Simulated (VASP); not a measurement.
Input of a VASP 6.6.1 run:

INCAR

```
ALGO = Normal ; EDIFF = 1E-7
EDIFFG = -0.01 ; ENCUT = 500
GGA = PS ; GGA_COMPAT = F
IBRION = 2 ; ISIF = 3
ISMEAR = -1 ; LASPH = T
LCHARG = F ; LREAL = F
LWAVE = F ; NELM = 120
NELMIN = 4 ; NSW = 80
PREC = Accurate ; PSTRESS = 50.0
SIGMA = 0.02
```

Contents of KPOINTS:

```
k-points
0
Gamma
  8 8 8
```

File POSCAR:

```
Si
1.0
    0.0000000000      2.7150000000      2.7150000000
    2.7150000000      0.0000000000      2.7150000000
    2.7150000000      2.7150000000      0.0000000000
Si
2
Direct
    1.0000000000      1.0000000000      1.0000000000
    0.2500000000      0.2500000000      0.2500000000
```

Potentials or basis: VASP PAW PBE potentials, release 64 (Si).

Command:

```console
$ cat potpaw_PBE.64/Si/POTCAR > POTCAR
$ mpirun -np 1 vasp_std > vasp.out
```

Task: Estimate the relaxed volume.

Result: 19.14 Å³/atom.

Task: Predict the relaxed cell.

Result: a = 3.783 Å, b = 3.783 Å, c = 3.783 Å, α = 60.00°, β = 60.00°, γ = 60.00°.

The path:
| step | energy change (eV) | largest force (eV/Å) | pressure (GPa) | volume (Å³) |
| --- | --- | --- | --- | --- |
| 1 | 0.0000 | 0.0000 | 0.30 | 40.03 |
| 2 | 0.1001 | 0.0000 | 10.11 | 36.72 |
| 3 | 0.0278 | 0.0000 | 4.97 | 38.28 |

Caveat: the cell is relaxed towards a set pressure, so the run minimises the enthalpy, not the energy; the PAW data sets were made with another functional, which shifts forces and pressure a little.
